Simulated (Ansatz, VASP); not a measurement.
**Two plane-wave programs on InAs**

File POSCAR:

```
InAs
1.0
    0.0000000000      3.0438898530      3.0438898530
    3.0438898530      0.0000000000      3.0438898530
    3.0438898530      3.0438898530      0.0000000000
In As
1 1
Direct
    0.0000000000      0.0000000000      0.0000000000
    0.2500000000      0.2500000000      0.2500000000
```

File INCAR.step1:

```
SYSTEM = InAs
PREC = Accurate
ENCUT = 520
EDIFF = 1E-5
ISMEAR = 0
SIGMA = 0.1
LREAL = .False.
LASPH = .True.
NELM = 150
ALGO = Normal
ISIF = 2
LWAVE = .True.
LNONCOLLINEAR = .True.
MAGMOM = 0 0 0 0 0 0
LORBIT = 11
LSORBIT = .True.
GGA_COMPAT = .False.
LORBMOM = .True.
NBANDS = 30
GGA = PE
```

Contents of INCAR.step2:

```
SYSTEM = InAs
PREC = Accurate
ENCUT = 520
EDIFF = 1E-7
ISMEAR = 0
SIGMA = 0.1
LREAL = .False.
LASPH = .True.
NELM = 150
ALGO = Normal
ISIF = 2
LWAVE = .False.
LCHARG = .True.
LNONCOLLINEAR = .True.
MAGMOM = 0 0 0 0 0 0
LORBIT = 11
LSORBIT = .True.
GGA_COMPAT = .False.
LORBMOM = .True.
GGA = PE
LHFCALC = .True.
HFSCREEN = 0.2079
PRECFOCK = Normal
LVHAR = .True.
NBANDS = 30
ISTART = 1
```

KPOINTS

```
Automatic mesh
0
Gamma
  4 4 4
  0 0 0
```

Input for Ansatz:

```yaml
crystal:
  lattice:
    - [0.0, 3.043889853, 3.043889853]
    - [3.043889853, 0.0, 3.043889853]
    - [3.043889853, 3.043889853, 0.0]
  atoms:
    - { symbol: In, position: [0.0, 0.0, 0.0] }
    - { symbol: As, position: [0.25, 0.25, 0.25] }
basis:
  ecutwfc: 420
kpoints:
  mp_grid: { grid: [4, 4, 4] }
  band_path:
    path:
      - [0.0, 0.0, 0.0]
      - [-0.5, -0.5, 0.0]
      - [-0.375, -0.375, 0.25]
      - [-0.375, 0.0, 0.375]
      - [0.0, 0.0, 0.5]
      - [-0.5, -0.25, 0.25]
    npoints: 1
hamiltonian:
  xc: hse06
scf:
  occupations: { method: gaussian, width: 0.1 }
  n_extra_bands: 8
output:
  eigenvalues: true
  write_density: true
  write_potential: true
  elf: true
  volumetric_format: npy
magnetization:
  noncollinear: true
  spin_orbit: true
```

Alike in both runs: task single point; functional HSE06; k mesh 4 × 4 × 4; occupations gaussian, width 0.1 eV; non-collinear spin, spin-orbit coupling.

|  | VASP | Ansatz |
| --- | --- | --- |
| version | VASP 6.6.1 | Ansatz 0.2.0 |
| potentials or method | VASP PAW PBE potentials, release 64 (In_d, As), cutoff 520 eV | plane waves, PAW |
| valence electrons in the cell | 18 | 28 |

```tsv
	VASP	Ansatz	Ansatz less VASP
net moment per atom (μB)	0.00	0.00	0.000
```

VASP's potentials hold 18 valence electrons a cell and Ansatz's 28, so a difference there can come from the potentials and not from the codes.

The k mesh is coarse, so the values compare programs but aren't converged.
